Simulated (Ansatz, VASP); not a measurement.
# Two plane-wave programs on Zn4SeS3

Contents of INCAR:

```
ALGO = Normal
EDIFF = 1E-6
ENCUT = 500
GGA = PE
GGA_COMPAT = False
ISIF = 2
ISMEAR = -1
LASPH = True
LCHARG = False
LREAL = False
LWAVE = False
NBANDS = 46
NELM = 120
PREC = Accurate
SIGMA = 0.02
```

Contents of KPOINTS:

```
k-points
0
Gamma
  8 8 4
```

File POSCAR:

```
Zn4SeS3
1.0
    3.9006318382      0.0000000000      0.0000000000
    0.0000000000      3.9006318382      0.0000000000
    0.0000000000      0.0000000000     11.0276126906
Zn Se S
4 1 3
Direct
    0.5000000000      0.0000000000      0.8648751070
    0.0000000000      0.5000000000      0.1351248930
    0.5000000000      0.0000000000      0.3785220884
    0.0000000000      0.5000000000      0.6214779116
    0.0000000000      0.0000000000      0.0000000000
    0.5000000000      0.5000000000      0.2568186923
    0.0000000000      0.0000000000      0.5000000000
    0.5000000000      0.5000000000      0.7431813077
```

Input for Ansatz:

```yaml
crystal:
  lattice:
    - [3.9006318382, 0.0, 0.0]
    - [0.0, 3.9006318382, 0.0]
    - [0.0, 0.0, 11.0276126906]
  atoms:
    - { symbol: Zn, position: [0.5, 0.0, 0.864875107] }
    - { symbol: Zn, position: [0.0, 0.5, 0.135124893] }
    - { symbol: Zn, position: [0.5, 0.0, 0.3785220884] }
    - { symbol: Zn, position: [0.0, 0.5, 0.6214779116] }
    - { symbol: Se, position: [0.0, 0.0, 0.0] }
    - { symbol: S, position: [0.5, 0.5, 0.2568186923] }
    - { symbol: S, position: [0.0, 0.0, 0.5] }
    - { symbol: S, position: [0.5, 0.5, 0.7431813077] }
basis:
  ecutwfc: 420
kpoints:
  mp_grid: { grid: [8, 8, 4] }
hamiltonian:
  xc: pbe
scf:
  occupations: { method: fermi_dirac, width: 0.001 }
  mixing: { preconditioner: kerker }
  initial_density: { chi_scale: 0.3 }
output:
  forces: true
  eigenvalues: true
  stress: true
```

Alike in both runs: task single point; functional PBE; k mesh 8 × 8 × 4; no spin polarisation.

|  | VASP | Ansatz |
| --- | --- | --- |
| version | VASP 6.6.1 | Ansatz 0.2.0 |
| potentials or method | VASP PAW PBE potentials, release 64 (Zn, Se, S), cutoff 500 eV | scalar-relativistic, plane waves, PAW |
| occupations | fermi-dirac, width 0.02 eV | fermi-dirac, width 0.001 eV |
| valence electrons in the cell | 72 | 82 |

|  | VASP | Ansatz | Ansatz less VASP |
| --- | --- | --- | --- |
| gap on the k mesh at the Fermi level (eV) | 1.70 | 1.70 | -0.002 |
| pressure (GPa) | 0.2 | 0.0 | -0.16 |

VASP's potentials hold 72 valence electrons a cell and Ansatz's 82, so a difference there can come from the potentials and not from the codes.
